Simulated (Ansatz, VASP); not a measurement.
**One calculation of ZnS, two programs**

Contents of INCAR:

```
ALGO = Normal
DIPOL = 0.5 0.5 0.500
EDIFF = 1E-6
ENCUT = 520
GGA = PS
IDIPOL = 3
ISIF = 2
ISMEAR = 0
LASPH = True
LCHARG = False
LDIPOL = True
LREAL = Auto
LWAVE = False
NBANDS = 86
NELM = 80
PREC = Accurate
SIGMA = 0.05
```

KPOINTS

```
k-points
0
Gamma
  7 5 1
```

File POSCAR:

```
ZnS
1.0
    3.7815694933      0.0000000000      0.0000000000
    0.0000000000      6.2089941857      0.0000000000
    0.0000000000      0.0000000000     25.9164508246
Zn S
8 8
Direct
    0.0000000000      0.9945566708      0.2893914777
    0.5000000000      0.4945566708      0.3315131821
    0.5000000000      0.9945566708      0.4157565911
    0.0000000000      0.4945566708      0.4578782955
    0.0000000000      0.9945566708      0.5421217045
    0.5000000000      0.4945566708      0.5842434089
    0.5000000000      0.9945566708      0.6684868179
    0.0000000000      0.4945566708      0.7106085223
    0.0000000000      0.6204433292      0.2893914777
    0.5000000000      0.1204433292      0.3315131821
    0.5000000000      0.6204433292      0.4157565911
    0.0000000000      0.1204433292      0.4578782955
    0.0000000000      0.6204433292      0.5421217045
    0.5000000000      0.1204433292      0.5842434089
    0.5000000000      0.6204433292      0.6684868179
    0.0000000000      0.1204433292      0.7106085223
```

Input for Ansatz:

```yaml
crystal:
  lattice:
    - [3.7815694933, 0.0, 0.0]
    - [0.0, 6.2089941857, 0.0]
    - [0.0, 0.0, 25.9164508246]
  atoms:
    - { symbol: Zn, position: [0.0, 0.9945566708, 0.2893914777] }
    - { symbol: S, position: [0.0, 0.6204433292, 0.2893914777] }
    - { symbol: Zn, position: [0.5, 0.4945566708, 0.3315131821] }
    - { symbol: S, position: [0.5, 0.1204433292, 0.3315131821] }
    - { symbol: Zn, position: [0.5, 0.9945566708, 0.4157565911] }
    - { symbol: S, position: [0.5, 0.6204433292, 0.4157565911] }
    - { symbol: Zn, position: [0.0, 0.4945566708, 0.4578782955] }
    - { symbol: S, position: [0.0, 0.1204433292, 0.4578782955] }
    - { symbol: Zn, position: [0.0, 0.9945566708, 0.5421217045] }
    - { symbol: S, position: [0.0, 0.6204433292, 0.5421217045] }
    - { symbol: Zn, position: [0.5, 0.4945566708, 0.5842434089] }
    - { symbol: S, position: [0.5, 0.1204433292, 0.5842434089] }
    - { symbol: Zn, position: [0.5, 0.9945566708, 0.6684868179] }
    - { symbol: S, position: [0.5, 0.6204433292, 0.6684868179] }
    - { symbol: Zn, position: [0.0, 0.4945566708, 0.7106085223] }
    - { symbol: S, position: [0.0, 0.1204433292, 0.7106085223] }
basis:
  ecutwfc: 420
kpoints:
  mp_grid: { grid: [7, 5, 1] }
hamiltonian:
  xc: pbesol
scf:
  occupations: { method: gaussian, width: 0.05 }
output:
  forces: true
  stress: true
  eigenvalues: true
  write_density: true
  write_potential: true
  elf: true
  volumetric_format: npy
efield:
  axis: 3
  dipole_correction: true
  ramp_width: 0.04
```

Alike in both runs: task single point; functional PBEsol; k mesh 7 × 5 × 1; occupations gaussian, width 0.05 eV; no spin polarisation.

|  | VASP | Ansatz |
| --- | --- | --- |
| version | VASP 6.6.1 | Ansatz 0.2.0 |
| potentials or method | VASP PAW PBE potentials, release 64 (Zn, S), cutoff 520 eV | scalar-relativistic, plane waves, PAW |
| valence electrons in the cell | 144 | 144 |

```tsv
	VASP	Ansatz	Ansatz less VASP
gap on the k mesh at the Fermi level (eV)	1.37	1.38	+0.010
least direct gap on the mesh (eV)	1.37	1.38	+0.010
rms of the force components (eV/Å)	0.443	0.441	-0.0017
```

VASP's potentials were made for PBE, not for PBEsol. With one functional, cell and mesh, what is left measures potentials, basis and numerics.
